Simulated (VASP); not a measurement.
# BP (F-43m) in VASP: a series of runs

Runs on BP. Level: r2SCAN. Tasks: single point.

Everything below comes from runs of VASP 6.6.1. Logs are shortened: lines on timing, memory, paths and dates and some standing lists are left out, and cuts for length are marked.

### 1 The cell of the first run

Symmetry: F-43m, No. 216, cubic system. The conventional cell has a = 4.537 Å, b = 4.537 Å, c = 4.537 Å, α = 90.00°, β = 90.00°, γ = 90.00°. Within 2.6 Å of B (site symmetry -43m) lie 4 P at 1.96 Å. Within 2.6 Å of P (site symmetry -43m) lie 4 B at 1.96 Å.

### 2 Single point, r2SCAN

The input, POSCAR:

```
BP
1.0
    0.0000000000      2.2683156866      2.2683156866
    2.2683156866      0.0000000000      2.2683156866
    2.2683156866      2.2683156866      0.0000000000
B P
1 1
Direct
    0.0000000000      0.0000000000      0.0000000000
    0.2500000000      0.2500000000      0.2500000000
```

The input, INCAR.step1:

```
PREC     = Accurate       # precision mode
ENCUT    = 520            # plane-wave cutoff, eV
ISMEAR   = 0              # smearing method
SIGMA    = 0.01           # smearing width, eV
LREAL    = F              # projectors in reciprocal space
LASPH    = T              # aspherical terms in the spheres
NELM     = 80             # most SCF steps
NBANDS   = 11             # bands
GGA      = PE             # functional
ALGO     = Normal         # electronic algorithm
EDIFF    = 1E-4           # SCF threshold, eV
LWAVE    = T              # write WAVECAR
LCHARG   = F              # write CHGCAR
```

The input, INCAR.step2:

```
PREC     = Accurate       # precision mode
ENCUT    = 520            # plane-wave cutoff, eV
EDIFF    = 1E-6           # SCF threshold, eV
ISMEAR   = 0              # smearing method
SIGMA    = 0.01           # smearing width, eV
LREAL    = F              # projectors in reciprocal space
LASPH    = T              # aspherical terms in the spheres
NELM     = 80             # most SCF steps
ALGO     = Normal         # electronic algorithm
ISIF     = 2              # what is computed and relaxed
LWAVE    = F              # write WAVECAR
LCHARG   = F              # write CHGCAR
METAGGA  = R2SCAN         # meta-GGA
LMIXTAU  = T            
NBANDS   = 11             # bands
ISTART   = 1
```

The input, KPOINTS:

```
Automatic mesh
0
Gamma
  8 8 8
```

Potentials or basis: VASP PAW PBE potentials, release 64 (B, P).

On the command line:

```bash
cat potpaw_PBE.64/B/POTCAR potpaw_PBE.64/P/POTCAR > POTCAR
cp INCAR.step1 INCAR
mpirun -np 1 vasp_std > vasp.out
cp INCAR.step2 INCAR
mpirun -np 1 vasp_std > vasp.out
```

OUTCAR:

```text
PREC = Accurate
   ENCUT = 520
   EDIFF = 1E-6
   ISMEAR = 0
   LREAL = F
   LASPH = T
   NELM = 80
   ISIF = 2
   METAGGA = R2SCAN
   ISTART = 1

 ion  position               nearest neighbor table
   1  0.000  0.000  0.000-   2 1.96   2 1.96   2 1.96   2 1.96
   2  0.250  0.250  0.250-   1 1.96   1 1.96   1 1.96   1 1.96

  LATTYP: Found a face centered cubic cell.
 ALAT       =     4.5366313732

  Lattice vectors:

 A1 = (   0.0000000000,   2.2683156866,   2.2683156866)
 A2 = (   2.2683156866,   0.0000000000,   2.2683156866)
 A3 = (   2.2683156866,   2.2683156866,   0.0000000000)

Analysis of symmetry for initial positions (statically):
=====================================================================
 Subroutine PRICEL returns:
 Original cell was already a primitive cell.

 Routine SETGRP: Setting up the symmetry group for a
 face centered cubic supercell.

 Subroutine GETGRP returns: Found 24 space group operations
 (whereof 24 operations were pure point group operations)
 out of a pool of 48 trial point group operations.

The static configuration has the point symmetry T_d .

Analysis of symmetry for dynamics (positions and initial velocities):
=====================================================================
 Subroutine PRICEL returns:
 Original cell was already a primitive cell.

 Routine SETGRP: Setting up the symmetry group for a
 face centered cubic supercell.

 Subroutine GETGRP returns: Found 24 space group operations
 (whereof 24 operations were pure point group operations)
 out of a pool of 48 trial point group operations.

The dynamic configuration has the point symmetry T_d .

 Subroutine INISYM returns: Found 24 space group operations
 (whereof 24 operations are pure point group operations),
 and found     1 'primitive' translations

----------------------------------------------------------------------------------------

                                     Primitive cell

  volume of cell :      23.3421

  direct lattice vectors                    reciprocal lattice vectors
     0.000000000  2.268315687  2.268315687    -0.220427872  0.220427872  0.220427872
     2.268315687  0.000000000  2.268315687     0.220427872 -0.220427872  0.220427872
     2.268315687  2.268315687  0.000000000     0.220427872  0.220427872 -0.220427872

  length of vectors
     3.207882808  3.207882808  3.207882808     0.381792274  0.381792274  0.381792274

[... 81 lines left out ...]
   LREAL  =      F    real-space projection
   EDIFFG = 0.1E-04   stopping-criterion for IOM
   NSW    =      0    number of steps for IOM
   IBRION =     -1    ionic relax: 0-MD 1-quasi-New 2-CG
   NFREE  =      0    steps in history (QN), initial steepest desc. (CG)
   ISIF   =      2    stress and relaxation
   ISYM   =      2    0-nonsym 1-usesym 2-fastsym
   POTIM  = 0.5000    time-step for ionic-motion
   TEBEG  =    0.0;   TEEND  =   0.0 temperature during run
   PSTRESS=    0.0 pullay stress
   NELECT =       8.0000    total number of electrons
   NUPDOWN=      -1.0000    fix difference up-down
   EMIN   =  10.00;   EMAX   =-10.00  energy-range for DOS
   EFERMI =   0.00;   METHOD = LEGACY
   ISMEAR =     0;   SIGMA  =   0.01  broadening in eV -4-tet -1-fermi 0-gaus
   EFERMI_NEDOS =   21; number of points for ismear=-14 and -15
   IALGO  =     38    algorithm
   IMIX   =      4    mixing-type and parameters
     AMIX     =   0.40;   BMIX     =  1.00
     AMIX_MAG =   1.60;   BMIX_MAG =  1.00
  volume/ion in A,a.u.               =      11.67        78.76
  Fermi-wavevector in a.u.,A,eV,Ry     =   1.145666  2.164995 17.858333  1.312550
  Thomas-Fermi vector in A             =   2.282353
   LORBIT       =      0    0 simple, 1 ext, 2 COOP (PROOUT), +10 PAW based schemes
   METAGGA = R2SCAN    functional components
   LHFCALC =     F    Hartree Fock is set to
   AEXX    =    0.0000 exact exchange contribution
   IVDW    =     0    specifies the selected vdW correction
   LEPSILON=     F    determine dielectric tensor
   LRPA    =     F    only Hartree local field effects (RPA)
 non-spin polarized calculation
 Gauss-broadening in eV      SIGMA  =   0.01
  energy-cutoff  :      520.00
  volume of cell :       23.34
 maximum number of plane-waves:       638
   NGX = 11   NGY = 11   NGZ = 11

 number of electron       8.0000000 magnetization

 Free energy of the ion-electron system (eV)
  ---------------------------------------------------
  ext. energy  EPLUGINS =         0.00000000
  ---------------------------------------------------
  free energy    TOTEN  =       -17.30950925 eV

  energy without entropy =      -17.30950925  energy(sigma->0) =      -17.30950925

 E-fermi :   7.5528     XC(G=0): -11.5046

 val. band max:        7.4005290703   @ k =   0.0000   0.0000   0.0000
 cond. band min:       8.8762028659   @ k =   0.3750   0.3750   0.0000
 fundamental gap:      1.4756737956
 Fermi energy:         7.5527960434

 k-point     1 :       0.0000    0.0000    0.0000
  band No.  band energies     occupation
      1      -8.8674      2.00000
      2       7.4005      2.00000
      3       7.4005      2.00000
      4       7.4005      2.00000
      5      11.0420      0.00000
      6      11.0420      0.00000
      7      11.0420      0.00000
      8      15.4256      0.00000
      9      19.8114      0.00000
     10      20.0494      0.00000
     11      20.0494      0.00000
[... 309 lines left out ...]
 k-point    24 :      -0.3750    0.2500    0.1250
  band No.  band energies     occupation
      1      -4.6692      2.00000
      2      -1.5139      2.00000
      3       2.6341      2.00000
      4       4.1177      2.00000
      5      11.9602      0.00000
      6      12.9620      0.00000
      7      16.3038      0.00000
      8      17.9160      0.00000
      9      18.4921      0.00000
     10      22.7123      0.00000
     11      25.2117      0.00000

 [... further k-points ...]
[... 5 lines left out ...]
  --------------------------------------------------------------------------------------
  -------------------------------------------------------------------------------------
  Total       -0.0735535     -0.0735535     -0.0735535     -0.0000000     -0.0000000     -0.0000000
  in kB       -5.0486264     -5.0486264     -5.0486264     -0.0000000     -0.0000000     -0.0000000
  external PRESSURE =      -5.0486264 kB  Pullay stress =       0.0000000 kB

 VOLUME and BASIS-vectors are now :
 -----------------------------------------------------------------------------
  energy-cutoff  :      520.00
  volume of cell :       23.34
      direct lattice vectors                 reciprocal lattice vectors
     0.000000000  2.268315687  2.268315687    -0.220427872  0.220427872  0.220427872
     2.268315687  0.000000000  2.268315687     0.220427872 -0.220427872  0.220427872
     2.268315687  2.268315687  0.000000000     0.220427872  0.220427872 -0.220427872

 POSITION                                       TOTAL-FORCE (eV/Angst)
 -----------------------------------------------------------------------------------
      0.00000      0.00000      0.00000         0.000000      0.000000      0.000000
      1.13416      1.13416      1.13416        -0.000000     -0.000000     -0.000000
 -----------------------------------------------------------------------------------
    total drift:                                0.000000      0.000000      0.000000

  FREE ENERGIE OF THE ION-ELECTRON SYSTEM (eV)
  ---------------------------------------------------
  free  energy   TOTEN  =       -17.3095092461 eV

  energy  without entropy=      -17.3095092461  energy(sigma->0) =      -17.30950925
```

OSZICAR.step1:

```text
N       E                     dE             d eps       ncg     rms          rms(c)
DAV:   1     0.921948770823E+01    0.92195E+01   -0.39387E+03   638   0.653E+02
DAV:   2    -0.129637984183E+02   -0.22183E+02   -0.20843E+02   858   0.108E+02
DAV:   3    -0.136358005293E+02   -0.67200E+00   -0.66947E+00   815   0.159E+01
DAV:   4    -0.136386485492E+02   -0.28480E-02   -0.28477E-02   722   0.119E+00
DAV:   5    -0.136386630681E+02   -0.14519E-04   -0.14519E-04   772   0.886E-02    0.722E+00
DAV:   6    -0.130270199059E+02    0.61164E+00   -0.13934E+00   725   0.511E+00    0.389E+00
DAV:   7    -0.129357836853E+02    0.91236E-01   -0.23426E-01   791   0.241E+00    0.133E+00
DAV:   8    -0.129279316274E+02    0.78521E-02   -0.26832E-02   748   0.933E-01    0.194E-01
DAV:   9    -0.129282510549E+02   -0.31943E-03   -0.71545E-04   721   0.180E-01    0.125E-01
DAV:  10    -0.129284480987E+02   -0.19704E-03   -0.24775E-04   717   0.988E-02    0.282E-02
DAV:  11    -0.129284589003E+02   -0.10802E-04   -0.11458E-05   382   0.225E-02
   1 F= -.12928459E+02 E0= -.12928459E+02  d E =-.187062E-89
```

It took 18 s on 1 thread of Intel Xeon Platinum 8259CL at 2.50GHz (Skylake/Cascade Lake), shared host; peak memory 0.13 GiB.

Results:

```
Free energy            : -17.3095 eV
Pressure               : -0.5 GPa
Band gap on the k mesh : 1.48 eV, indirect (least direct gap 3.64 eV)
```

Caveat: the PAW data sets were made with another functional, which shifts forces and pressure a little.

### 3 Single point, r2SCAN (volume changed by +3%)

The input, POSCAR:

```
BP
1.0
    0.0000000000      2.2907757185      2.2907757185
    2.2907757185      0.0000000000      2.2907757185
    2.2907757185      2.2907757185      0.0000000000
B P
1 1
Direct
    0.0000000000      0.0000000000      0.0000000000
    0.2500000000      0.2500000000      0.2500000000
```

The input, INCAR.step1:

```
PREC = Accurate
ENCUT = 520
ISMEAR = 0
SIGMA = 0.01
LREAL = False
LASPH = True
NELM = 80
NBANDS = 11
GGA = PE
ALGO = Normal
EDIFF = 1E-4
LWAVE = True
LCHARG = False
```

The input, INCAR.step2:

```
PREC = Accurate
ENCUT = 520
EDIFF = 1E-7
ISMEAR = 0
SIGMA = 0.01
LREAL = False
LASPH = True
NELM = 80
ALGO = Normal
ISIF = 2
LWAVE = False
LCHARG = False
METAGGA = R2SCAN
LMIXTAU = True
NBANDS = 11
ISTART = 1
```

KPOINTS is that of step 2.

Potentials or basis: VASP PAW PBE potentials, release 64 (B, P).

On the command line:

```bash
cat potpaw_PBE.64/B/POTCAR potpaw_PBE.64/P/POTCAR > POTCAR
cp INCAR.step1 INCAR
mpirun -np 1 vasp_std > vasp.out
cp INCAR.step2 INCAR
mpirun -np 1 vasp_std > vasp.out
```

Run time: 22 s. Hardware: 1 thread of Intel Xeon Platinum 8259CL at 2.50GHz (Skylake/Cascade Lake), shared host; peak memory 0.14 GiB.

Results (log left out):

| Item | Value |
| --- | --- |
| Free energy | -17.2973 eV |
| Pressure | -5.2 GPa |
| Band gap on the k mesh | 1.51 eV, indirect (least direct gap 3.60 eV) |

Levels at points of the mesh, in eV from the valence-band top:
```
           k point  band 1  band 2  band 3  band 4  band 5  band 6  band 7  band 8  band 9
(0.00, 0.00, 0.00)  -16.00    0.00    0.00    0.00    3.60    3.60    3.60    7.55   12.19
(0.50, 0.00, 0.00)  -12.62   -9.29   -1.83   -1.83    3.96    5.01    5.01   10.81   15.29
(0.50, 0.50, 0.00)  -10.99   -8.97   -4.24   -4.24    1.59    1.93   12.78   12.78   16.03
```

Caveat: the PAW data sets were made with another functional, which shifts forces and pressure a little.

### 4 Single point, r2SCAN (volume changed by +6%)

The input, POSCAR:

```
BP
1.0
    0.0000000000      2.3128037594      2.3128037594
    2.3128037594      0.0000000000      2.3128037594
    2.3128037594      2.3128037594      0.0000000000
B P
1 1
Direct
    0.0000000000      0.0000000000      0.0000000000
    0.2500000000      0.2500000000      0.2500000000
```

The input, INCAR.step1:

```
SYSTEM = BP
PREC     = Accurate       ! precision mode
ENCUT    = 520            ! plane-wave cutoff, eV
ISMEAR   = 0              ! smearing method
SIGMA    = 0.01           ! smearing width, eV
LREAL    = .False.        ! projectors in reciprocal space
LASPH    = .True.         ! aspherical terms in the spheres
NELM     = 80             ! most SCF steps
NBANDS   = 11             ! bands
GGA      = PE             ! functional
ALGO     = Normal         ! electronic algorithm
EDIFF    = 1E-4           ! SCF threshold, eV
LWAVE    = .True.         ! write WAVECAR
LCHARG   = .False.        ! write CHGCAR
```

The input, INCAR.step2:

```
SYSTEM = BP
PREC     = Accurate       ! precision mode
ENCUT    = 520            ! plane-wave cutoff, eV
EDIFF    = 1E-7           ! SCF threshold, eV
ISMEAR   = 0              ! smearing method
SIGMA    = 0.01           ! smearing width, eV
LREAL    = .False.        ! projectors in reciprocal space
LASPH    = .True.         ! aspherical terms in the spheres
NELM     = 80             ! most SCF steps
ALGO     = Normal         ! electronic algorithm
ISIF     = 2              ! what is computed and relaxed
LWAVE    = .False.        ! write WAVECAR
LCHARG   = .False.        ! write CHGCAR
METAGGA  = R2SCAN         ! meta-GGA
LMIXTAU  = .True.       
NBANDS   = 11             ! bands
ISTART   = 1
```

The input, KPOINTS:

```
regular mesh
0
Gamma
  8 8 8
  0 0 0
```

On the command line:

```bash
cat potpaw_PBE.64/B/POTCAR potpaw_PBE.64/P/POTCAR > POTCAR
cp INCAR.step1 INCAR
mpirun -np 1 vasp_std > vasp.out
cp INCAR.step2 INCAR
mpirun -np 1 vasp_std > vasp.out
```

Run time: 22 s. Hardware: 1 thread of Intel Xeon Platinum 8259CL at 2.50GHz (Skylake/Cascade Lake), shared host; peak memory 0.14 GiB.

The run converged. Its results:

```yaml
Free_energy: -17.2658 eV
Pressure: -9.3 GPa
Band_gap_on_the_k_mesh: 1.54 eV, indirect (least direct gap 3.56 eV)
```

Levels at points of the mesh, in eV from the valence-band top:
```csv
k point,band 1,band 2,band 3,band 4,band 5,band 6,band 7,band 8
"(0.00, 0.00, 0.00)",-15.74,0.00,0.00,0.00,3.56,3.56,3.56,7.11
"(0.50, 0.00, 0.00)",-12.47,-9.08,-1.79,-1.79,3.78,4.99,4.99,10.70
"(0.50, 0.50, 0.00)",-10.89,-8.82,-4.13,-4.13,1.65,1.96,12.50,12.50
```

Caveat: the PAW data sets were made with another functional, which shifts forces and pressure a little. A k mesh can miss the band edges.

### 5 Overview

| cell | gap on the mesh (eV) | pressure (GPa) |
| --- | --- | --- |
| a = 3.208 Å, angles 60.0°, 2 atoms | 1.48 | -0.5 |
| a = 3.240 Å, angles 60.0°, 2 atoms | 1.51 | -5.2 |
| a = 3.271 Å, angles 60.0°, 2 atoms | 1.54 | -9.3 |

Alike in all rows: task single point; level r2SCAN; potentials or basis VASP PAW PBE potentials, release 64 (B, P); no spin polarisation; k mesh 8 × 8 × 8; cutoff (eV) 520; smearing gaussian 0.01 eV.

Caveats: the PAW data sets were made with another functional, which shifts forces and pressure a little.

Absolute energies hang on the potentials; compare differences alone.
